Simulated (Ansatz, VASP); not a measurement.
## ZnS in VASP and in Ansatz

```
Zn S
1.0
     3.85865    0.00000    0.00000
    -1.92932    3.34169    0.00000
     0.00000    0.00000    5.96277
Zn S
2 2
Direct
  0.33333 0.66667 0.00544
  0.66667 0.33333 0.50544
  0.33333 0.66667 0.37956
  0.66667 0.33333 0.87956
```

Alike in both runs: task single point; functional PBEsol; k mesh 9 × 9 × 6; occupations gaussian, width 0.05 eV; no spin polarisation.

|  | VASP | Ansatz |
| --- | --- | --- |
| version | VASP 6.6.1 | Ansatz 0.2.0 |
| potentials or method | VASP PAW PBE potentials, release 64 (Zn, S), cutoff 520 eV | scalar-relativistic, plane waves, PAW |
| valence electrons in the cell | 36 | 36 |

Ansatz gave:

```
gap on the k mesh at the Fermi level (eV)                     : 2.17
least direct gap on the mesh (eV)                             : 2.17
pressure (GPa)                                                : 0.6
traceless stress, the component that is largest in VASP (GPa) : 6.62
rms of the force components (eV/Å)                            : 0.312
```

Task: Estimate VASP's values.

Result: gap on the k mesh at the Fermi level (eV): 2.17; least direct gap on the mesh (eV): 2.17; pressure (GPa): 0.8; traceless stress, the component that is largest in VASP (GPa): 6.65; rms of the force components (eV/Å): 0.314.

VASP's potentials were made for PBE, not for PBEsol. Atom by atom the forces differ by 0.002 eV/Å (rms over components). With one functional, cell and mesh, what is left measures potentials, basis and numerics.
